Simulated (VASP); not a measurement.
# BN (P1) in VASP: further runs

Runs on BN. Level: PBE. Tasks: single point.

Everything below comes from runs of VASP 6.6.1. Logs are shortened: lines on timing, memory, paths and dates and some standing lists are left out, and cuts for length are marked.

## Step 1: The cell of the first run

The typed cell holds 4 atoms: a = 2.563 Å, b = 2.563 Å, c = 4.439 Å, α = 73.22°, β = 73.22°, γ = 60.00°.

## Step 2: Single point, PBE (mode 4 frozen in at -0.034 Å and mode 5 at +0.085 Å (largest displacements))

The input, INCAR:

```
PREC     = Accurate       # precision mode
ENCUT    = 520            # plane-wave cutoff, eV
EDIFF    = 1E-6           # SCF threshold, eV
ISMEAR   = 0              # smearing method
SIGMA    = 0.05           # smearing width, eV
LREAL    = False          # projectors in reciprocal space
LASPH    = True           # aspherical terms in the spheres
NELM     = 100            # most SCF steps
ALGO     = Normal         # electronic algorithm
ISIF     = 2              # what is computed and relaxed
LWAVE    = False          # write WAVECAR
LCHARG   = False          # write CHGCAR
GGA      = PE             # functional
NBANDS   = 16             # bands
```

The input, KPOINTS:

```
regular mesh
0
Gamma
  6 6 6
```

The input, POSCAR:

```
BN
1.0
    0.0000000000     -1.8123937734     -1.8123937734
   -1.8123937734      0.0000000000     -1.8123937734
    1.8123937734      1.8123937734     -3.6247875468
B N
2 2
Direct
   -0.0397530553      0.0256138537      0.0000000000
    0.5397530553      0.4743861463      0.5000000000
    0.3343181018      0.4012123296      0.8750000000
    0.9156818982      0.8487876704      0.3750000000
```

Potentials or basis: VASP PAW PBE potentials, release 64 (B, N).

Run with:

```sh
$ cat potpaw_PBE.64/B/POTCAR potpaw_PBE.64/N/POTCAR > POTCAR
$ mpirun -np 1 vasp_std > vasp.out
```

OUTCAR:

```text
PREC = Accurate
   ENCUT = 520
   EDIFF = 1E-6
   ISMEAR = 0
   LREAL = False
   LASPH = True
   NELM = 100
   ISIF = 2
   GGA = PE

 ion  position               nearest neighbor table
   1  0.960  0.026  0.000-   3 1.57   3 1.57   3 1.57   4 1.58
   2  0.540  0.474  0.500-   4 1.57   4 1.57   4 1.57   3 1.58
   3  0.334  0.401  0.875-   1 1.57   1 1.57   1 1.57   2 1.58
   4  0.916  0.849  0.375-   2 1.57   2 1.57   2 1.57   1 1.58

  LATTYP: Found a trigonal (rhomboedric) cell.
 ALAT       =     4.4394399578
 COS(alpha) =     0.8333333333

  Lattice vectors:

 A1 = (   1.8123937734,   3.6247875468,  -1.8123937734)
 A2 = (   3.6247875468,   1.8123937734,  -1.8123937734)
 A3 = (   1.8123937734,   1.8123937734,  -3.6247875468)

Analysis of symmetry for initial positions (statically):
=====================================================================
 Subroutine PRICEL returns:
 Original cell was already a primitive cell.

 Routine SETGRP: Setting up the symmetry group for a
 trigonal (rhombohedral) supercell.

 Subroutine GETGRP returns: Found  1 space group operations
 (whereof  1 operations were pure point group operations)
 out of a pool of 12 trial point group operations.

The static configuration has the point symmetry C_1 .

Analysis of symmetry for dynamics (positions and initial velocities):
=====================================================================
 Subroutine PRICEL returns:
 Original cell was already a primitive cell.

 Routine SETGRP: Setting up the symmetry group for a
 trigonal (rhombohedral) supercell.

 Subroutine GETGRP returns: Found  1 space group operations
 (whereof  1 operations were pure point group operations)
 out of a pool of 12 trial point group operations.

The dynamic configuration has the point symmetry C_1 .

 Subroutine INISYM returns: Found  1 space group operations
 (whereof  1 operations are pure point group operations),
 and found     1 'primitive' translations

----------------------------------------------------------------------------------------

                                     Primitive cell

  volume of cell :      23.8132

  direct lattice vectors                    reciprocal lattice vectors
     0.000000000 -1.812393773 -1.812393773     0.137939119 -0.413817356 -0.137939119
    -1.812393773  0.000000000 -1.812393773    -0.413817356  0.137939119 -0.137939119
     1.812393773  1.812393773 -3.624787547     0.137939119  0.137939119 -0.137939119

  length of vectors
     2.563111855  2.563111855  4.439439958     0.457492301  0.457492301  0.238917562

  position of ions in fractional coordinates (direct lattice)
     0.960246945  0.025613854  0.000000000
     0.539753055  0.474386146  0.500000000
     0.334318102  0.401212330  0.875000000
     0.915681898  0.848787670  0.375000000

  ion indices of the primitive-cell ions
   primitive index   ion index
                 1           1
                 2           2
                 3           3
                 4           4

----------------------------------------------------------------------------------------

 KPOINTS: regular mesh

Automatic generation of k-mesh.
 Grid dimensions read from file:
 generate k-points for:    6    6    6

 Generating k-lattice:

  Cartesian coordinates                     Fractional coordinates (reciprocal lattice)
     0.022989853 -0.068969559 -0.022989853     0.166666667  0.000000000 -0.000000000
    -0.068969559  0.022989853 -0.022989853     0.000000000  0.166666667 -0.000000000
     0.022989853  0.022989853 -0.022989853     0.000000000  0.000000000  0.166666667

  Length of vectors
     0.076248717  0.076248717  0.039819594

  Shift w.r.t. Gamma in fractional coordinates (k-lattice)
     0.000000000  0.000000000  0.000000000

 Subroutine IBZKPT returns following result:
 ===========================================

 Found    112 irreducible k-points:

 Following reciprocal coordinates:
            Coordinates               Weight
  0.000000  0.000000  0.000000      1.000000
  0.166667  0.000000  0.000000      2.000000
  0.000000  0.166667  0.000000      2.000000
 -0.166667 -0.166667 -0.166667      2.000000
  0.333333  0.000000 -0.000000      2.000000
  0.000000  0.333333 -0.000000      2.000000
[... 16 lines left out ...]
 -0.166667  0.500000 -0.000000      2.000000
 -0.333333  0.500000  0.500000      2.000000
 [... further k-points ...]
   k-points           NKPTS =    112   k-points in BZ     NKDIM =    112   number of bands    NBANDS=     16
   number of dos      NEDOS =    301   number of ions     NIONS =      4
   total plane-waves  NPLWV =  14400
   dimension x,y,z NGX =    20 NGY =   20 NGZ =   36
   dimension x,y,z NGXF=    40 NGYF=   40 NGZF=   72
   ions per type =               2   2
   NGX,Y,Z   is equivalent  to a cutoff of  12.97, 12.97, 13.48 a.u.
   NGXF,Y,Z  is equivalent  to a cutoff of  25.94, 25.94, 26.96 a.u.
 SYSTEM =  unknown system
   PREC   = accura    normal or accurate (medium, high low for compatibility)
   ISTART =      0    job   : 0-new  1-cont  2-samecut
   ICHARG =      2    charge: 1-file 2-atom 10-const
   ISPIN  =      1    spin polarized calculation?
   LNONCOLLINEAR =      F non collinear calculations
   LSORBIT =      F    spin-orbit coupling
   LASPH  =      T    aspherical Exc in radial PAW
   ENCUT  =  520.0 eV  38.22 Ry    6.18 a.u.   4.77  4.77  8.25*2*pi/ulx,y,z
   NELM   =    100;   NELMIN=  2; NELMDL= -5     # of ELM steps
   EDIFF  = 0.1E-05   stopping-criterion for ELM
   LREAL  =      F    real-space projection
   EDIFFG = 0.1E-04   stopping-criterion for IOM
   NSW    =      0    number of steps for IOM
   IBRION =     -1    ionic relax: 0-MD 1-quasi-New 2-CG
   NFREE  =      0    steps in history (QN), initial steepest desc. (CG)
   ISIF   =      2    stress and relaxation
   ISYM   =      2    0-nonsym 1-usesym 2-fastsym
   POTIM  = 0.5000    time-step for ionic-motion
   TEBEG  =    0.0;   TEEND  =   0.0 temperature during run
   PSTRESS=    0.0 pullay stress
   NELECT =      16.0000    total number of electrons
   NUPDOWN=      -1.0000    fix difference up-down
   EMIN   =  10.00;   EMAX   =-10.00  energy-range for DOS
   EFERMI =   0.00;   METHOD = LEGACY
   ISMEAR =     0;   SIGMA  =   0.05  broadening in eV -4-tet -1-fermi 0-gaus
   EFERMI_NEDOS =   21; number of points for ismear=-14 and -15
   IALGO  =     38    algorithm
   IMIX   =      4    mixing-type and parameters
     AMIX     =   0.40;   BMIX     =  1.00
     AMIX_MAG =   1.60;   BMIX_MAG =  1.00
  volume/ion in A,a.u.               =       5.95        40.17
  Fermi-wavevector in a.u.,A,eV,Ry     =   1.433867  2.709616 27.973240  2.055975
  Thomas-Fermi vector in A             =   2.553338
   LORBIT       =      0    0 simple, 1 ext, 2 COOP (PROOUT), +10 PAW based schemes
   GGA     = PE    functional components
   LHFCALC =     F    Hartree Fock is set to
   AEXX    =    0.0000 exact exchange contribution
   IVDW    =     0    specifies the selected vdW correction
   LEPSILON=     F    determine dielectric tensor
   LRPA    =     F    only Hartree local field effects (RPA)
 non-spin polarized calculation
 Gauss-broadening in eV      SIGMA  =   0.05
  energy-cutoff  :      520.00
  volume of cell :       23.81
 maximum number of plane-waves:       663
   NGX =  9   NGY =  9   NGZ = 17

 number of electron      16.0000002 magnetization

 Free energy of the ion-electron system (eV)
  ---------------------------------------------------
  ext. energy  EPLUGINS =         0.00000000
  ---------------------------------------------------
  free energy    TOTEN  =       -34.72366543 eV

  energy without entropy =      -34.72366543  energy(sigma->0) =      -34.72366543

 E-fermi :   7.7028     XC(G=0): -12.7914

 val. band max:        7.4132982987   @ k =   0.0000   0.0000   0.0000
 cond. band min:      11.7065023400   @ k =   0.5000   0.0000   0.5000
 fundamental gap:      4.2932040414
 Fermi energy:         7.7027509690

 k-point     1 :       0.0000    0.0000    0.0000
  band No.  band energies     occupation
      1     -12.8262      2.00000
      2      -8.6341      2.00000
      3      -3.2824      2.00000
      4       5.4204      2.00000
      5       5.4481      2.00000
      6       7.2040      2.00000
[... 8 lines left out ...]
     15      18.2478      0.00000
     16      22.5933      0.00000

 k-point     2 :       0.1667    0.0000    0.0000
  band No.  band energies     occupation
      1     -12.2155      2.00000
      2      -8.2679      2.00000
      3      -2.5982      2.00000
      4       3.2247      2.00000
      5       4.7868      2.00000
      6       4.9948      2.00000
[... 8 lines left out ...]
     15      19.5685      0.00000
     16      22.8044      0.00000

 k-point     3 :       0.0000    0.1667    0.0000
  band No.  band energies     occupation
      1     -12.2148      2.00000
      2      -8.2711      2.00000
      3      -2.5943      2.00000
      4       3.2287      2.00000
      5       4.7686      2.00000
      6       5.0187      2.00000
[... 8 lines left out ...]
     15      19.7802      0.00000
     16      22.8607      0.00000

 k-point     4 :      -0.1667   -0.1667   -0.1667
  band No.  band energies     occupation
      1     -12.2145      2.00000
      2      -8.2727      2.00000
      3      -2.5924      2.00000
      4       3.2307      2.00000
      5       4.7616      2.00000
      6       5.0287      2.00000
[... 8 lines left out ...]
     15      19.8520      0.00000
     16      22.8857      0.00000
[... 324 lines left out ...]
 k-point    22 :      -0.1667    0.3333   -0.1667
  band No.  band energies     occupation
      1      -8.8465      2.00000
      2      -7.4766      2.00000
      3      -1.6125      2.00000
      4      -0.1229      2.00000
      5       1.3141      2.00000
      6       1.9199      2.00000
[... 8 lines left out ...]
     15      22.9888      0.00000
     16      23.6032      0.00000

 k-point    23 :      -0.1667    0.5000   -0.0000
  band No.  band energies     occupation
      1      -8.8485      2.00000
      2      -7.4751      2.00000
      3      -1.6025      2.00000
      4      -0.1143      2.00000
      5       1.2807      2.00000
      6       1.9053      2.00000
[... 8 lines left out ...]
     15      22.6912      0.00000
     16      23.6182      0.00000

 k-point    24 :      -0.3333    0.5000    0.5000
  band No.  band energies     occupation
      1      -8.8356      2.00000
      2      -7.4979      2.00000
      3      -1.5846      2.00000
      4      -0.0962      2.00000
      5       1.2951      2.00000
      6       1.8586      2.00000
[... 8 lines left out ...]
     15      22.8057      0.00000
     16      23.6165      0.00000

 [... further k-points ...]
[... 5 lines left out ...]
  --------------------------------------------------------------------------------------
  -------------------------------------------------------------------------------------
  Total        0.0472056     -0.2742143      0.2074707      0.1197064     -0.0903398     -0.0303623
  in kB        3.1760454    -18.4494310     13.9588481      8.0539751     -6.0781614     -2.0428086
  external PRESSURE =      -0.4381792 kB  Pullay stress =       0.0000000 kB

 VOLUME and BASIS-vectors are now :
 -----------------------------------------------------------------------------
  energy-cutoff  :      520.00
  volume of cell :       23.81
      direct lattice vectors                 reciprocal lattice vectors
     0.000000000 -1.812393773 -1.812393773     0.137939119 -0.413817356 -0.137939119
    -1.812393773  0.000000000 -1.812393773    -0.413817356  0.137939119 -0.137939119
     1.812393773  1.812393773 -3.624787547     0.137939119  0.137939119 -0.137939119

 POSITION                                       TOTAL-FORCE (eV/Angst)
 -----------------------------------------------------------------------------------
     -0.04642     -1.74035     -1.78677         0.429713     -0.666792     -0.245982
      0.04642     -0.07205     -3.65041        -0.421111      0.648521      0.224672
      0.85869      0.97993     -4.50476         0.572550     -0.876951     -0.309464
     -0.85869     -0.97993     -4.55721        -0.581152      0.895222      0.330774
 -----------------------------------------------------------------------------------
    total drift:                               -0.000041     -0.000002      0.000050

  FREE ENERGIE OF THE ION-ELECTRON SYSTEM (eV)
  ---------------------------------------------------
  free  energy   TOTEN  =       -34.7236654325 eV

  energy  without entropy=      -34.7236654325  energy(sigma->0) =      -34.72366543
```

It took 19 s on 1 thread of Intel Xeon 6975P-C (Granite Rapids), shared host; peak memory 0.15 GiB.

Results:

```
Free energy            : -34.7237 eV
Pressure               : 0.0 GPa
Largest force          : 1.117 eV/Å
Band gap on the k mesh : 4.29 eV, indirect (least direct gap 6.25 eV)
```

Forces in eV/Å, atoms in the order of the input:
```
B    0.430 -0.667 -0.246
B   -0.421  0.649  0.225
N    0.573 -0.877 -0.309
N   -0.581  0.895  0.331
```

Caveat: the k points lie up to 0.48 Å⁻¹ apart; the cell differs from its parent crystal (mode 4 frozen in at -0.034 Å and mode 5 at +0.085 Å (largest displacements)); forces of over 1 eV/Å act on the atoms, so gaps and moduli don't describe the material at rest.

(Part 1 of 2 ends here.)
